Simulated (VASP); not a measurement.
InAs: single point with PBE+D3(BJ)

InAs, a slab with vacuum:

```
In As
1.0
     8.64386    0.00000    0.00000
     0.00000    6.11213    0.00000
     0.00000    0.00000   23.48289
In As
8 8
Direct
  0.25000 0.50000 0.36197
  0.75000 0.50000 0.36197
  0.50000 0.00000 0.45399
  0.00000 0.00000 0.45399
  0.75000 0.50846 0.55175
  0.25000 0.50846 0.55175
  0.00000 0.94129 0.62052
  0.50000 0.94129 0.62052
  0.50000 0.25000 0.36197
  0.00000 0.25000 0.36197
  0.75000 0.75000 0.45399
  0.25000 0.75000 0.45399
  0.00000 0.25885 0.54601
  0.50000 0.25885 0.54601
  0.25000 0.72408 0.65042
  0.75000 0.72408 0.65042
```

```
Program                : VASP 6.6.1
Task                   : single point
Functional             : PBE
Dispersion             : D3(BJ)
Potentials or basis    : VASP PAW PBE potentials, release 64 (In_d, As)
Cutoff                 : 520 eV
k mesh                 : 4 × 5 × 1
Occupations            : gaussian, width 0.1 eV
Spin                   : no spin polarisation
Dipole correction      : yes
Further INCAR settings : LREAL = Auto; ALGO = Normal; EDIFF = 1e-06; NBANDS = 86
```

| Item | Value |
| --- | --- |
| Largest force | 1.255 eV/Å |
| Band gap on the k mesh | 0.50 eV |
| Dispersion energy per atom | -0.223 eV |

Forces on the atoms (eV/Å):
```
In   0.000 -0.780  0.984
In   0.000 -0.780  0.984
In   0.000  0.376  0.159
In   0.000  0.376  0.159
In   0.000 -0.025  0.008
In   0.000 -0.025  0.008
In   0.000  0.015 -0.009
In   0.000  0.015 -0.009
As   0.000  0.104 -1.152
As   0.000  0.104 -1.152
As   0.000  0.324 -0.020
As   0.000  0.324 -0.020
As   0.000 -0.003  0.011
As   0.000 -0.003  0.011
As   0.000 -0.010  0.020
As   0.000 -0.010  0.020
```

Levels at points of the mesh, in eV from the valence-band top:
| k point | band 69 | band 70 | band 71 | band 72 | band 73 | band 74 | band 75 | band 76 |
| --- | --- | --- | --- | --- | --- | --- | --- | --- |
| (0.00, 0.00, 0.00) | -0.37 | -0.27 | -0.20 | 0.00 | 0.50 | 0.83 | 1.23 | 1.57 |
| (0.50, 0.00, 0.00) | -0.79 | -0.79 | -0.18 | -0.18 | 0.89 | 0.89 | 1.95 | 1.95 |

It took 65 min on 1 thread of Oxide Virtual Turin-like Processor (shared host), peak memory 1.3 GiB.

Caveat: semilocal functionals underestimate gaps, and a narrow one can read as zero; spin-orbit coupling is left out, which moves the levels of the heavy elements.
